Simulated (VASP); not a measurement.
Input of a VASP 6.6.1 run:

File POSCAR:

```
Bi
1.0
    2.2970942442      1.3262279802      4.1708415135
   -2.2970942442      1.3262279802      4.1708415135
    0.0000000000     -2.6524559605      4.1708415135
Bi
2
Direct
    0.2317091237      0.2317091237      0.2317091237
    0.7682908763      0.7682908763      0.7682908763
```

File INCAR.step1:

```
ALGO     = Normal         # electronic algorithm
EDIFF    = 1E-4           # SCF threshold, eV
ENCUT    = 520            # plane-wave cutoff, eV
GGA      = PE             # functional
ISMEAR   = -1             # smearing method
LASPH    = T              # aspherical terms in the spheres
LCHARG   = F              # write CHGCAR
LREAL    = F              # projectors in reciprocal space
LWAVE    = T              # write WAVECAR
NBANDS   = 22             # bands
NELM     = 100            # most SCF steps
PREC     = Accurate       # precision mode
SIGMA    = 0.1            # smearing width, eV
```

The input INCAR.step2:

```
ALGO     = Normal         # electronic algorithm
EDIFF    = 1E-6           # SCF threshold, eV
ENCUT    = 520            # plane-wave cutoff, eV
ISIF     = 2              # what is computed and relaxed
ISMEAR   = -1             # smearing method
ISTART   = 1            
LASPH    = T              # aspherical terms in the spheres
LCHARG   = F              # write CHGCAR
LMIXTAU  = T            
LREAL    = F              # projectors in reciprocal space
LWAVE    = F              # write WAVECAR
METAGGA  = R2SCAN         # meta-GGA
NBANDS   = 22             # bands
NELM     = 100            # most SCF steps
PREC     = Accurate       # precision mode
SIGMA    = 0.1            # smearing width, eV
```

KPOINTS

```
k-points
0
Gamma
  14 14 14
```

Potentials or basis: VASP PAW PBE potentials, release 64 (Bi_d).

Command:

```sh
$ cat potpaw_PBE.64/Bi_d/POTCAR > POTCAR
$ cp INCAR.step1 INCAR
$ mpirun -np 1 vasp_std > vasp.out
$ cp INCAR.step2 INCAR
$ mpirun -np 1 vasp_std > vasp.out
```

Estimate the band gap on the k mesh.

zero (band 15 reaches 5.44 eV, above the bottom of band 16 at 5.33 eV).

Predict the largest force.

0.191 eV/Å.

Predict the pressure.

-1.6 GPa.

Stress tensor (GPa, compression positive):
```
-1.77  0.00  0.00
 0.00 -1.77  0.00
 0.00  0.00 -1.35
```

Caveat: the PAW data sets were made with another functional, which shifts forces and pressure a little; spin-orbit coupling is left out, which moves the levels of the heavy elements.
